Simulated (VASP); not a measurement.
Input of a VASP 6.6.1 run:

File INCAR:

```
SYSTEM = Mg2SO
PREC = Accurate
ENCUT = 520
EDIFF = 1E-6
ISMEAR = 0
SIGMA = 0.1
LREAL = .FALSE.
LASPH = .TRUE.
NELM = 100
ALGO = Normal
ISIF = 2
LWAVE = .FALSE.
LCHARG = .TRUE.
GGA = PE
LELF = .TRUE.
LVHAR = .TRUE.
NBANDS = 16
```

Contents of KPOINTS:

```
Automatic mesh
0
G
  6 6 6
  0 0 0
```

POSCAR

```
Mg2SO
1.0
    1.6845353293      0.9725669258      5.5457428969
   -1.6845353293      0.9725669258      5.5457428969
    0.0000000000     -1.9451338517      5.5457428969
Mg S O
2 1 1
Direct
    0.2386231787      0.2386231787      0.2386231787
    0.7613768213      0.7613768213      0.7613768213
    0.0000000000      0.0000000000      0.0000000000
    0.5000000000      0.5000000000      0.5000000000
```

Potentials or basis: VASP PAW PBE potentials, release 64 (Mg, S, O).

The run is started by

```sh
$ cat potpaw_PBE.64/Mg/POTCAR potpaw_PBE.64/S/POTCAR potpaw_PBE.64/O/POTCAR > POTCAR
$ mpirun -np 1 vasp_std > vasp.out
```

(1) What does it give for the pressure?

(2) Predict the largest force.

(3) Estimate the band gap on the k mesh.

## Answers

(1) -0.6 GPa.

(2) 0.016 eV/Å.

(3) 0.94 eV, direct.
